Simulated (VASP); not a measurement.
Here is a VASP 6.6.1 calculation.

File INCAR:

```
SYSTEM = WS2
ALGO = Normal
EDIFF = 1E-6
ENCUT = 520
GGA = PE
ISIF = 2
ISMEAR = 0
IVDW = 12
LASPH = .True.
LCHARG = .False.
LREAL = .False.
LWAVE = .False.
NBANDS = 20
NELM = 80
PREC = Accurate
SIGMA = 0.05
```

KPOINTS

```
k-points
0
Gamma
  12 12 2
  0 0 0
```

The input POSCAR:

```
WS2
1.0
    3.2388842661      0.0000000000      0.0000000000
   -1.6194421330      2.8049560544      0.0000000000
    0.0000000000      0.0000000000     17.3633454359
W S
1 2
Direct
    0.3333333333      0.6666666667      0.0000000000
    0.6666666667      0.3333333333      0.9103888015
    0.6666666667      0.3333333333      0.0896111985
```

Potentials or basis: VASP PAW PBE potentials, release 64 (W_sv, S).

Run with:

```sh
$ cat potpaw_PBE.64/W_sv/POTCAR potpaw_PBE.64/S/POTCAR > POTCAR
$ mpirun -np 1 vasp_std > vasp.out
```

Question: Predict the dispersion energy per atom.

Answer: -0.296 eV.

Question: What does it give for the largest force?

Answer: 0.139 eV/Å.

Forces on the atoms (eV/Å):
```
W    0.000  0.000  0.000
S    0.000  0.000  0.139
S    0.000  0.000 -0.139
```
